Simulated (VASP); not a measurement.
Crystal: Hf.

```
Hf
1.0
     3.19670    0.00000    0.00000
    -1.59835    2.76842    0.00000
     0.00000    0.00000    5.05780
Hf
2
Direct
  0.66667 0.33333 0.75000
  0.33333 0.66667 0.25000
```

```yaml
Program: VASP 6.6.1
Task: relaxation of cell and atoms
Functional: PBEsol
Potentials_or_basis: VASP PAW PBE potentials, release 64 (Hf_pv)
Cutoff: 600 eV
k_mesh: 10 × 10 × 5
Occupations: fermi-dirac, width 0.05 eV
Spin: no spin polarisation
```

At the start: pressure -4.3 GPa; volume 22.38 Å³/atom.

**Question.** How do energy, volume and symmetry change on relaxing?

**Answer.** Over 4 steps the energy falls by 12.2 meV/atom and the volume is 21.49 Å³/atom (-4.0 %); space group P6_3/mmc (No. 194, to 0.05 Å).

Step by step:
```csv
step,energy change (eV),largest force (eV/Å),pressure (GPa),volume (Å³)
1,0.0000,0.0000,-4.28,44.76
2,0.0117,0.0000,5.97,41.00
3,-0.0244,0.0000,-0.04,43.02
4,-0.0244,0.0000,0.05,42.98
```

Final structure:
```xyz
2
Lattice="3.1555 0.0000 0.0000 -1.5778 2.7328 0.0000 0.0000 0.0000 4.9844" Properties=species:S:1:pos:R:3 pbc="T T T"
Hf    1.5778    0.9109    3.7383
Hf    0.0000    1.8218    1.2461
```

Caveat: the PAW data sets were made with another functional, which shifts forces and pressure a little.
